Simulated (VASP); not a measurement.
# Al2Cl (Fm-3m) in VASP: notebook

Runs on Al2Cl. Level: PBE. Tasks: single point, relaxation of cell and atoms.

Everything below comes from runs of VASP 6.6.1. Logs are shortened: lines on timing, memory, paths and dates and some standing lists are left out, and cuts for length are marked.

### Step 1. The cell of the first run

It takes space group Fm-3m (No. 225, cubic). The conventional cell has a = 6.270 Å, b = 6.270 Å, c = 6.270 Å, α = 90.00°, β = 90.00°, γ = 90.00°. Within 3.6 Å of Al (site symmetry -43m) lie 4 Cl at 2.71 Å and 6 Al at 3.13 Å. Within 3.6 Å of Cl (site symmetry m-3m) lie 8 Al at 2.71 Å.

### Step 2. Single point, PBE

Contents of INCAR:

```
PREC = Accurate
ENCUT = 520
EDIFF = 1E-6
ISMEAR = 0
SIGMA = 0.1
LREAL = False
LASPH = True
NELM = 60
ALGO = Normal
ISIF = 2
LWAVE = False
LCHARG = False
GGA = PE
NBANDS = 14
```

Contents of KPOINTS:

```
Automatic mesh
0
Gamma
  6 6 6
```

Contents of POSCAR:

```
Al2Cl
1.0
    0.0000000000      3.1348398400      3.1348398400
    3.1348398400      0.0000000000      3.1348398400
    3.1348398400      3.1348398400      0.0000000000
Al Cl
2 1
Direct
    0.2500000000      0.2500000000      0.2500000000
    0.7500000000      0.7500000000      0.7500000000
    0.5000000000      0.5000000000      0.5000000000
```

Potentials or basis: VASP PAW PBE potentials, release 64 (Al, Cl).

The run is started by

```
> cat potpaw_PBE.64/Al/POTCAR potpaw_PBE.64/Cl/POTCAR > POTCAR
> mpirun -np 1 vasp_std > vasp.out
```

OUTCAR:

```text
PREC = Accurate
   ENCUT = 520
   EDIFF = 1E-6
   ISMEAR = 0
   LREAL = False
   LASPH = True
   NELM = 60
   ISIF = 2
   GGA = PE

 ion  position               nearest neighbor table
   1  0.250  0.250  0.250-   3 2.71   3 2.71   3 2.71   3 2.71   2 3.13   2 3.13   2 3.13   2 3.13
                             2 3.13   2 3.13
   2  0.750  0.750  0.750-   3 2.71   3 2.71   3 2.71   3 2.71   1 3.13   1 3.13   1 3.13   1 3.13
                             1 3.13   1 3.13
   3  0.500  0.500  0.500-   1 2.71   2 2.71   1 2.71   1 2.71   1 2.71   2 2.71   2 2.71   2 2.71

  LATTYP: Found a face centered cubic cell.
 ALAT       =     6.2696796800

  Lattice vectors:

 A1 = (   0.0000000000,   3.1348398400,   3.1348398400)
 A2 = (   3.1348398400,   0.0000000000,   3.1348398400)
 A3 = (   3.1348398400,   3.1348398400,   0.0000000000)

Analysis of symmetry for initial positions (statically):
=====================================================================
 Subroutine PRICEL returns:
 Original cell was already a primitive cell.

 Routine SETGRP: Setting up the symmetry group for a
 face centered cubic supercell.

 Subroutine GETGRP returns: Found 48 space group operations
 (whereof 48 operations were pure point group operations)
 out of a pool of 48 trial point group operations.

The static configuration has the point symmetry O_h .

Analysis of symmetry for dynamics (positions and initial velocities):
=====================================================================
 Subroutine PRICEL returns:
 Original cell was already a primitive cell.

 Routine SETGRP: Setting up the symmetry group for a
 face centered cubic supercell.

 Subroutine GETGRP returns: Found 48 space group operations
 (whereof 48 operations were pure point group operations)
 out of a pool of 48 trial point group operations.

The dynamic configuration has the point symmetry O_h .

 Subroutine INISYM returns: Found 48 space group operations
 (whereof 48 operations are pure point group operations),
 and found     1 'primitive' translations

----------------------------------------------------------------------------------------

                                     Primitive cell

  volume of cell :      61.6135

  direct lattice vectors                    reciprocal lattice vectors
     0.000000000  3.134839840  3.134839840    -0.159497782  0.159497782  0.159497782
     3.134839840  0.000000000  3.134839840     0.159497782 -0.159497782  0.159497782
     3.134839840  3.134839840  0.000000000     0.159497782  0.159497782 -0.159497782

  length of vectors
[... 88 lines left out ...]
   EMIN   =  10.00;   EMAX   =-10.00  energy-range for DOS
   EFERMI =   0.00;   METHOD = LEGACY
   ISMEAR =     0;   SIGMA  =   0.10  broadening in eV -4-tet -1-fermi 0-gaus
   EFERMI_NEDOS =   21; number of points for ismear=-14 and -15
   IALGO  =     38    algorithm
   IMIX   =      4    mixing-type and parameters
     AMIX     =   0.40;   BMIX     =  1.00
     AMIX_MAG =   1.60;   BMIX_MAG =  1.00
  volume/ion in A,a.u.               =      20.54       138.60
  Fermi-wavevector in a.u.,A,eV,Ry     =   0.974609  1.841745 12.923677  0.949863
  Thomas-Fermi vector in A             =   2.105083
   LORBIT       =      0    0 simple, 1 ext, 2 COOP (PROOUT), +10 PAW based schemes
   GGA     = PE    functional components
   LHFCALC =     F    Hartree Fock is set to
   AEXX    =    0.0000 exact exchange contribution
   IVDW    =     0    specifies the selected vdW correction
   LEPSILON=     F    determine dielectric tensor
   LRPA    =     F    only Hartree local field effects (RPA)
 non-spin polarized calculation
 Gauss-broadening in eV      SIGMA  =   0.10
  energy-cutoff  :      520.00
  volume of cell :       61.61
 maximum number of plane-waves:      1676
 NGX is ok and might be reduce to    36
   NGX = 17   NGY = 17   NGZ = 17

 number of electron      13.0000002 magnetization

 Free energy of the ion-electron system (eV)
  ---------------------------------------------------
  ext. energy  EPLUGINS =         0.00000000
  ---------------------------------------------------
  free energy    TOTEN  =        -7.20986315 eV

  energy without entropy =       -7.20008731  energy(sigma->0) =       -7.20497523

 E-fermi :   5.9382     XC(G=0):  -9.4125

 val. band max:        5.9277052915   @ k =   0.5000   0.1667   0.0000
 cond. band min:       5.9530313241   @ k =   0.5000   0.0000   0.0000
 fundamental gap:      0.0253260326
 Fermi energy:         5.9382192560

 k-point     1 :       0.0000    0.0000    0.0000
  band No.  band energies     occupation
      1     -11.7646      2.00000
      2       0.1168      2.00000
      3       0.1168      2.00000
      4       0.1168      2.00000
      5       0.1638      2.00000
      6       6.0961      0.02559
      7       6.0961      0.02559
      8       6.0961      0.02559
      9       7.2552      0.00000
     10      10.6090      0.00000
     11      10.6090      0.00000
     12      11.1728      0.00000
     13      11.1728      0.00000
     14      11.1728      0.00000
[... 241 lines left out ...]
      1     -11.4374      2.00000
      2      -2.1284      2.00000
      3      -1.3199      2.00000
      4      -0.8163      2.00000
      5       3.9900      2.00000
      6       4.6688      2.00000
      7       5.5112      2.00000
      8       6.8438      0.00000
      9       8.8909      0.00000
     10      10.1754      0.00000
     11      12.0611      0.00000
     12      12.8885      0.00000
     13      14.4667      0.00000
     14      14.5745      0.00000

------------------------ aborting loop because EDIFF is reached ----------------------------------------

  FORCE on cell =-STRESS in cart. coord.  units (eV):
  Direction    XX          YY          ZZ          XY          YZ          ZX
  --------------------------------------------------------------------------------------
  -------------------------------------------------------------------------------------
  Total        4.3302247      4.3302247      4.3302247      0.0000000      0.0000000     -0.0000000
  in kB      112.6016997    112.6016997    112.6016997      0.0000000      0.0000000     -0.0000000
  external PRESSURE =     112.6016997 kB  Pullay stress =       0.0000000 kB

 VOLUME and BASIS-vectors are now :
 -----------------------------------------------------------------------------
  energy-cutoff  :      520.00
  volume of cell :       61.61
      direct lattice vectors                 reciprocal lattice vectors
     0.000000000  3.134839840  3.134839840    -0.159497782  0.159497782  0.159497782
     3.134839840  0.000000000  3.134839840     0.159497782 -0.159497782  0.159497782
     3.134839840  3.134839840  0.000000000     0.159497782  0.159497782 -0.159497782

 POSITION                                       TOTAL-FORCE (eV/Angst)
 -----------------------------------------------------------------------------------
      1.56742      1.56742      1.56742         0.000000      0.000000      0.000000
      4.70226      4.70226      4.70226         0.000000     -0.000000     -0.000000
      3.13484      3.13484      3.13484        -0.000000      0.000000     -0.000000
 -----------------------------------------------------------------------------------
    total drift:                                0.000000      0.000000      0.000000

  FREE ENERGIE OF THE ION-ELECTRON SYSTEM (eV)
  ---------------------------------------------------
  free  energy   TOTEN  =        -7.2098631476 eV

  energy  without entropy=       -7.2000873108  energy(sigma->0) =       -7.20497523
```

stdout:

```text
POSCAR found type information on POSCAR AlCl
 POSCAR found :  2 types and       3 ions
 scaLAPACK will be used
 LDA part: xc-table for (Slater+PW92), standard interpolation
 POSCAR, INCAR and KPOINTS ok, starting setup
 FFT: planning ... GRIDC
 FFT: planning ... GRID_SOFT
 FFT: planning ... GRID
 WAVECAR not read
 entering main loop
```

Wall time 8.2 s (1 thread of Intel Xeon 6975P-C (Granite Rapids), shared host); peak memory 0.19 GiB.

What came out:

* Free energy: -7.2099 eV
* Pressure: 11.3 GPa

Caveat: an odd number of electrons without spin polarisation forces a metal; a magnetic or distorted state may lie lower.

### Step 3. Single point, PBE

This run uses another cell than the first one, of 27.62 Å³/atom, 1.345 times its volume.

Contents of INCAR:

```
SYSTEM = Al2Cl
PREC = Accurate
ENCUT = 520
EDIFF = 1E-7
ISMEAR = 0
SIGMA = 0.1
LREAL = .FALSE.
LASPH = .TRUE.
NELM = 100
ALGO = Normal
ISIF = 2
LWAVE = .FALSE.
LCHARG = .FALSE.
GGA = PE
NBANDS = 14
```

Contents of KPOINTS:

```
Automatic mesh
0
G
  6 6 6
  0 0 0
```

Contents of POSCAR:

```
Al2Cl
1.0
    0.0000000000      3.4602948763      3.4602948763
    3.4602948763      0.0000000000      3.4602948763
    3.4602948763      3.4602948763      0.0000000000
Al Cl
2 1
Direct
    0.2500000000      0.2500000000      0.2500000000
    0.7500000000      0.7500000000      0.7500000000
    0.5000000000      0.5000000000      0.5000000000
```

Potentials or basis: VASP PAW PBE potentials, release 64 (Al, Cl).

The run is started by

```
> cat potpaw_PBE.64/Al/POTCAR potpaw_PBE.64/Cl/POTCAR > POTCAR
> mpirun -np 1 vasp_std > vasp.out
```

OUTCAR:

```text
SYSTEM = Al2Cl
   PREC = Accurate
   ENCUT = 520
   EDIFF = 1E-7
   ISMEAR = 0
   LREAL = .FALSE.
   LASPH = .TRUE.
   NELM = 100
   ISIF = 2
   GGA = PE

 ion  position               nearest neighbor table
   1  0.250  0.250  0.250-   3 3.00   3 3.00   3 3.00   3 3.00
   2  0.750  0.750  0.750-   3 3.00   3 3.00   3 3.00   3 3.00
   3  0.500  0.500  0.500-   1 3.00   1 3.00   1 3.00   1 3.00   2 3.00   2 3.00   2 3.00   2 3.00

  LATTYP: Found a face centered cubic cell.
 ALAT       =     6.9205897526

  Lattice vectors:

[... 451 lines left out ...]

  FORCE on cell =-STRESS in cart. coord.  units (eV):
  Direction    XX          YY          ZZ          XY          YZ          ZX
  --------------------------------------------------------------------------------------
  -------------------------------------------------------------------------------------
  Total        0.1240104      0.1240104      0.1240104      0.0000000      0.0000000     -0.0000000
  in kB        2.3977250      2.3977250      2.3977250      0.0000000      0.0000000     -0.0000000
  external PRESSURE =       2.3977250 kB  Pullay stress =       0.0000000 kB

 VOLUME and BASIS-vectors are now :
 -----------------------------------------------------------------------------
  energy-cutoff  :      520.00
  volume of cell :       82.86
      direct lattice vectors                 reciprocal lattice vectors
     0.000000000  3.460294876  3.460294876    -0.144496356  0.144496356  0.144496356
     3.460294876  0.000000000  3.460294876     0.144496356 -0.144496356  0.144496356
     3.460294876  3.460294876  0.000000000     0.144496356  0.144496356 -0.144496356

 POSITION                                       TOTAL-FORCE (eV/Angst)
 -----------------------------------------------------------------------------------
      1.73015      1.73015      1.73015        -0.000000     -0.000000     -0.000000
      5.19044      5.19044      5.19044         0.000000      0.000000      0.000000
      3.46029      3.46029      3.46029        -0.000000     -0.000000      0.000000
 -----------------------------------------------------------------------------------
    total drift:                                0.000000      0.000000      0.000000

  FREE ENERGIE OF THE ION-ELECTRON SYSTEM (eV)
  ---------------------------------------------------
  free  energy   TOTEN  =        -7.8414919875 eV

  energy  without entropy=       -7.8353215558  energy(sigma->0) =       -7.83840677
```

OSZICAR:

```text
N       E                     dE             d eps       ncg     rms          rms(c)
DAV:   1     0.418355592819E+02    0.41836E+02   -0.47461E+03   448   0.710E+02
DAV:   2    -0.345859168409E+01   -0.45294E+02   -0.41177E+02   578   0.112E+02
DAV:   3    -0.799022038123E+01   -0.45316E+01   -0.45003E+01   592   0.391E+01
DAV:   4    -0.804847645119E+01   -0.58256E-01   -0.58249E-01   556   0.540E+00
DAV:   5    -0.804973633800E+01   -0.12599E-02   -0.12599E-02   562   0.817E-01    0.817E+00
DAV:   6    -0.785081715842E+01    0.19892E+00   -0.46453E-01   526   0.360E+00    0.445E+00
DAV:   7    -0.784429255477E+01    0.65246E-02   -0.11038E-01   576   0.165E+00    0.144E+00
DAV:   8    -0.784199402871E+01    0.22985E-02   -0.20093E-02   508   0.749E-01    0.165E-01
DAV:   9    -0.784144697769E+01    0.54705E-03   -0.31473E-03   538   0.303E-01    0.535E-02
DAV:  10    -0.784148721603E+01   -0.40238E-04   -0.27561E-04   520   0.987E-02    0.329E-02
DAV:  11    -0.784149206251E+01   -0.48465E-05   -0.52336E-05   568   0.433E-02    0.815E-03
DAV:  12    -0.784149275471E+01   -0.69220E-06   -0.67492E-06   502   0.140E-02    0.135E-02
DAV:  13    -0.784149199931E+01    0.75541E-06   -0.17119E-06   544   0.688E-03    0.137E-03
DAV:  14    -0.784149198746E+01    0.11850E-07   -0.14672E-07   370   0.229E-03
   1 F= -.78414920E+01 E0= -.78384068E+01  d E =-.617043E-02
```

stdout:

```text
POSCAR found type information on POSCAR AlCl
 POSCAR found :  2 types and       3 ions
 scaLAPACK will be used
 LDA part: xc-table for (Slater+PW92), standard interpolation
 POSCAR, INCAR and KPOINTS ok, starting setup
 FFT: planning ... GRIDC
 FFT: planning ... GRID_SOFT
 FFT: planning ... GRID
 WAVECAR not read
 entering main loop
```

Run time: 9.1 s. Hardware: 1 thread of Intel Xeon 6975P-C (Granite Rapids), shared host; peak memory 0.2 GiB.

What came out:

```
Free energy : -7.8415 eV
Pressure    : 0.2 GPa
```

Levels at points of the mesh, in eV from the Fermi level:
```csv
k point,band 4,band 5,band 6,band 7,band 8,band 9
"(0.00, 0.00, 0.00)",-4.91,-4.91,-0.76,0.21,0.21,0.21
"(0.50, 0.00, 0.00)",-5.12,-4.29,-1.19,0.72,0.72,2.00
"(0.50, 0.50, 0.00)",-5.48,-3.28,-1.69,-1.17,1.61,1.61
```

Caveat: an odd number of electrons without spin polarisation forces a metal; a magnetic or distorted state may lie lower.

(Continued in part 2 of 2.)
